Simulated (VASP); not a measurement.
Crystal: NiO.

```
Ni O
1.0
     0.00000    2.09131    2.09131
     2.09131    0.00000    2.09131
     4.18262    4.18262    0.00000
Ni O
2 2
Direct
  0.00000 0.00000 0.00000
  0.00000 0.00000 0.50000
  0.50000 0.50000 0.25000
  0.50000 0.50000 0.75000
```

Base run:

```yaml
Program: VASP 6.6.1
Functional: PBE
Potentials_or_basis: VASP PAW PBE potentials, release 64 (Ni, O)
Cutoff: 520 eV
k_mesh: 8 × 8 × 8
Occupations: gaussian, width 0.05 eV
Spin: collinear spin
Starting_moments: "[0.02, -0.02, 0.0, 0.0] μB"
Hubbard_terms: Ni d U = 7.0 eV
```

Its results: band gap on the k mesh 3.47 eV; pressure -0.7 GPa; net moment 0.00 μB per cell.

Task: The run is repeated on the same cell with these changes: spin from collinear spin to collinear spin, zero start; moments at the start from [0.02, -0.02, 0.0, 0.0] to [0.0, 0.0, 0.0, 0.0]. What comes out?

Result: Band gap on the k mesh zero (filled and empty bands overlap); pressure -13.3 GPa; net moment 0.00 μB per cell.

Caveats: the cell stands under tension (at least some runs).

A k mesh can miss the band edges.
